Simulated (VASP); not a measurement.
# KNi (Cmmm) in VASP: notebook, part 2 of 2

VASP 6.6.1.

## (4) Single point, PBE, collinear spin, ferromagnetic start (22.11 Å³/atom)

This run uses another cell than the first one, of 22.11 Å³/atom.

The input, INCAR:

```
  PREC = Accurate
  ENCUT = 520
  EDIFF = 1E-6
  ISMEAR = -1
  SIGMA = 0.05
  LREAL = False
  LASPH = True
  NELM = 150
  ALGO = Normal
  ISIF = 2
  LWAVE = False
  LCHARG = True
  ISPIN = 2
  MAGMOM = 0 1
  LORBIT = 11
  LMAXMIX = 4
  GGA = PE
  LELF = True
  LVHAR = True
  NBANDS = 20
```

The input, KPOINTS:

```
regular mesh
0
Gamma
  9 9 6
```

The input, POSCAR:

```
KNi
1.0
    1.7347306841     -2.5723789873      0.0000000000
    1.7347306841      2.5723789873      0.0000000000
    0.0000000000      0.0000000000      4.9543735947
K Ni
1 1
Direct
    0.5000000000      0.5000000000      0.5000000000
    0.0000000000      0.0000000000      0.0000000000
```

Potentials or basis: VASP PAW PBE potentials, release 64 (K_sv, Ni).

Command:

```bash
> cat potpaw_PBE.64/K_sv/POTCAR potpaw_PBE.64/Ni/POTCAR > POTCAR
> mpirun -np 1 vasp_std > vasp.out
```

OUTCAR:

```text
PREC = Accurate
   ENCUT = 520
   EDIFF = 1E-6
   ISMEAR = -1
   LREAL = False
   LASPH = True
   NELM = 150
   ISIF = 2
   ISPIN = 2
   LORBIT = 11
   GGA = PE

 ion  position               nearest neighbor table
   1  0.500  0.500  0.500-   2 3.02   2 3.02   2 3.02   2 3.02
   2  0.000  0.000  0.000-   1 3.02   1 3.02   1 3.02   1 3.02

  LATTYP: Found a base centered orthorhombic cell.
 ALAT       =     3.4694613682
 B/A-ratio  =     1.4828693646
 C/A-ratio  =     1.4279950312

  Lattice vectors:

 A1 = (   1.7347306841,  -2.5723789873,   0.0000000000)
 A2 = (   1.7347306841,   2.5723789873,   0.0000000000)
 A3 = (   0.0000000000,   0.0000000000,   4.9543735947)

Analysis of symmetry for initial positions (statically):
=====================================================================
 Subroutine PRICEL returns:
 Original cell was already a primitive cell.

 Routine SETGRP: Setting up the symmetry group for a
 base centered orthorhombic supercell.

 Subroutine GETGRP returns: Found  8 space group operations
 (whereof  8 operations were pure point group operations)
 out of a pool of  8 trial point group operations.

The static configuration has the point symmetry D_2h.

Analysis of symmetry for dynamics (positions and initial velocities):
=====================================================================
 Subroutine PRICEL returns:
 Original cell was already a primitive cell.

 Routine SETGRP: Setting up the symmetry group for a
 base centered orthorhombic supercell.

 Subroutine GETGRP returns: Found  8 space group operations
 (whereof  8 operations were pure point group operations)
 out of a pool of  8 trial point group operations.

The dynamic configuration has the point symmetry D_2h.

Analysis of structural, dynamic, and magnetic symmetry:
=====================================================================
 Subroutine PRICEL returns:
 Original cell was already a primitive cell.

 Routine SETGRP: Setting up the symmetry group for a
 base centered orthorhombic supercell.

 Subroutine GETGRP returns: Found  8 space group operations
 (whereof  8 operations were pure point group operations)
 out of a pool of  8 trial point group operations.

The overall configuration has the point symmetry D_2h.

 Subroutine INISYM returns: Found  8 space group operations
 (whereof  8 operations are pure point group operations),
 and found     1 'primitive' translations

----------------------------------------------------------------------------------------

                                     Primitive cell

  volume of cell :      44.2166

  direct lattice vectors                    reciprocal lattice vectors
     1.734730684 -2.572378987  0.000000000     0.288229179 -0.194372603  0.000000000
     1.734730684  2.572378987  0.000000000     0.288229179  0.194372603  0.000000000
     0.000000000  0.000000000  4.954373595     0.000000000  0.000000000  0.201841864

  length of vectors
     3.102647934  3.102647934  4.954373595     0.347644600  0.347644600  0.201841864

  position of ions in fractional coordinates (direct lattice)
     0.500000000  0.500000000  0.500000000
     0.000000000  0.000000000  0.000000000

  ion indices of the primitive-cell ions
   primitive index   ion index
[... 65 lines left out ...]
   PREC   = accura    normal or accurate (medium, high low for compatibility)
   ISTART =      0    job   : 0-new  1-cont  2-samecut
   ICHARG =      2    charge: 1-file 2-atom 10-const
   ISPIN  =      2    spin polarized calculation?
   LNONCOLLINEAR =      F non collinear calculations
   LSORBIT =      F    spin-orbit coupling
   LASPH  =      T    aspherical Exc in radial PAW
   ENCUT  =  520.0 eV  38.22 Ry    6.18 a.u.   5.77  5.77  9.21*2*pi/ulx,y,z
   NELM   =    150;   NELMIN=  2; NELMDL= -5     # of ELM steps
   EDIFF  = 0.1E-05   stopping-criterion for ELM
   LREAL  =      F    real-space projection
   EDIFFG = 0.1E-04   stopping-criterion for IOM
   NSW    =      0    number of steps for IOM
   IBRION =     -1    ionic relax: 0-MD 1-quasi-New 2-CG
   NFREE  =      0    steps in history (QN), initial steepest desc. (CG)
   ISIF   =      2    stress and relaxation
   ISYM   =      2    0-nonsym 1-usesym 2-fastsym
   POTIM  = 0.5000    time-step for ionic-motion
   TEBEG  =    0.0;   TEEND  =   0.0 temperature during run
   PSTRESS=    0.0 pullay stress
   NELECT =      19.0000    total number of electrons
   NUPDOWN=      -1.0000    fix difference up-down
   EMIN   =  10.00;   EMAX   =-10.00  energy-range for DOS
   EFERMI =   0.00;   METHOD = LEGACY
   ISMEAR =    -1;   SIGMA  =   0.05  broadening in eV -4-tet -1-fermi 0-gaus
   EFERMI_NEDOS =   21; number of points for ismear=-14 and -15
   IALGO  =     38    algorithm
   IMIX   =      4    mixing-type and parameters
     AMIX     =   0.40;   BMIX     =  1.00
     AMIX_MAG =   1.60;   BMIX_MAG =  1.00
  volume/ion in A,a.u.               =      22.11       149.19
  Fermi-wavevector in a.u.,A,eV,Ry     =   1.235371  2.334513 20.764420  1.526142
  Thomas-Fermi vector in A             =   2.370023
   LORBIT       =     11    0 simple, 1 ext, 2 COOP (PROOUT), +10 PAW based schemes
   GGA     = PE    functional components
   LHFCALC =     F    Hartree Fock is set to
   AEXX    =    0.0000 exact exchange contribution
   IVDW    =     0    specifies the selected vdW correction
   LEPSILON=     F    determine dielectric tensor
   LRPA    =     F    only Hartree local field effects (RPA)
 spin polarized calculation
  energy-cutoff  :      520.00
  volume of cell :       44.22
 maximum number of plane-waves:      1214
   NGX = 11   NGY = 11   NGZ = 19

 number of electron      19.0000003 magnetization       0.0951237

 Free energy of the ion-electron system (eV)
  ---------------------------------------------------
  ext. energy  EPLUGINS =         0.00000000
  ---------------------------------------------------
  free energy    TOTEN  =        -4.46271633 eV

  energy without entropy =       -4.45140475  energy(sigma->0) =       -4.45706054

 E-fermi :   3.1347     XC(G=0):  -9.4851

 val. band max:        3.1335209922   @ k =   0.0000   0.0000   0.3333
 cond. band min:       3.1456698849   @ k =   0.0000   0.0000   0.3333
 fundamental gap:      0.0121488927
 Fermi energy:         3.1347210727

 spin component 1

 k-point     1 :       0.0000    0.0000    0.0000
  band No.  band energies     occupation
      1     -28.3507      1.00000
      2     -11.7258      1.00000
      3     -11.2659      1.00000
      4     -11.0661      1.00000
      5      -1.2357      1.00000
      6       1.9222      1.00000
[... 541 lines left out ...]
     19      15.2700      0.00000
     20      17.6439      0.00000

 [... further k-points ...]

 spin component 2

 k-point     1 :       0.0000    0.0000    0.0000
  band No.  band energies     occupation
      1     -28.3547      1.00000
      2     -11.7312      1.00000
      3     -11.2697      1.00000
      4     -11.0700      1.00000
      5      -1.2518      1.00000
      6       2.0064      1.00000
[... 541 lines left out ...]
     19      15.2605      0.00000
     20      17.6380      0.00000

 [... further k-points ...]

------------------------ aborting loop because EDIFF is reached ----------------------------------------

  FORCE on cell =-STRESS in cart. coord.  units (eV):
  Direction    XX          YY          ZZ          XY          YZ          ZX
  --------------------------------------------------------------------------------------
  -------------------------------------------------------------------------------------
  Total        0.2934997     -0.7602219      0.7450369      0.0000000      0.0000000      0.0000000
  in kB       10.6348779    -27.5464217     26.9961970      0.0000000      0.0000000      0.0000000
  external PRESSURE =       3.3615511 kB  Pullay stress =       0.0000000 kB

 VOLUME and BASIS-vectors are now :
 -----------------------------------------------------------------------------
  energy-cutoff  :      520.00
  volume of cell :       44.22
      direct lattice vectors                 reciprocal lattice vectors
     1.734730684 -2.572378987  0.000000000     0.288229179 -0.194372603  0.000000000
     1.734730684  2.572378987  0.000000000     0.288229179  0.194372603  0.000000000
     0.000000000  0.000000000  4.954373595     0.000000000  0.000000000  0.201841864

 POSITION                                       TOTAL-FORCE (eV/Angst)
 -----------------------------------------------------------------------------------
      1.73473      0.00000      2.47719         0.000000      0.000000      0.000000
      0.00000      0.00000      0.00000        -0.000000      0.000000      0.000000
 -----------------------------------------------------------------------------------
    total drift:                                0.000000     -0.000000     -0.000000

  FREE ENERGIE OF THE ION-ELECTRON SYSTEM (eV)
  ---------------------------------------------------
  free  energy   TOTEN  =        -4.4627163282 eV

  energy  without entropy=       -4.4514047466  energy(sigma->0) =       -4.45706054

 total charge

# of ion       s       p       d       tot
------------------------------------------
    1        1.988   5.567   0.081   7.637
    2        0.429   0.114   8.414   8.957
--------------------------------------------------
tot          2.417   5.682   8.496  16.594

 magnetization (x)

# of ion       s       p       d       tot
------------------------------------------
    1       -0.001  -0.001  -0.002  -0.004
    2       -0.000  -0.003   0.124   0.121
--------------------------------------------------
tot         -0.001  -0.004   0.122   0.117
```

It took 97 s on 1 thread of Intel Xeon Platinum 8488C (Sapphire Rapids), shared host; peak memory 0.27 GiB.

What came out:

```
Free energy                                           : -4.4627 eV
Pressure                                              : 0.3 GPa
Net moment                                            : 0.10 μB per cell
Site moments                                          : K -0.00; Ni +0.12 μB
Valence electrons inside the program's atomic spheres : K 7.64; Ni 8.96
```

## (5) Summary

```tsv
cell	gap on the mesh (eV)	pressure (GPa)	moment (μB)
a = 3.063, b = 3.063, c = 4.891 Å, angles 90.0, 90.0, 112.0°, 2 atoms	none	1.3	0.08
a = 3.083, b = 3.083, c = 4.923 Å, angles 90.0, 90.0, 112.0°, 2 atoms	none	0.8	0.09
a = 3.103, b = 3.103, c = 4.954 Å, angles 90.0, 90.0, 112.0°, 2 atoms	none	0.3	0.10
```

Alike in all rows: task single point; level PBE; potentials or basis VASP PAW PBE potentials, release 64 (K_sv, Ni); spin collinear, ferromagnetic start; k mesh 9 × 9 × 6; cutoff (eV) 520; smearing fermi-dirac 0.05 eV.

Total energies depend on the potentials used, so only differences within one code and one set of settings carry meaning.
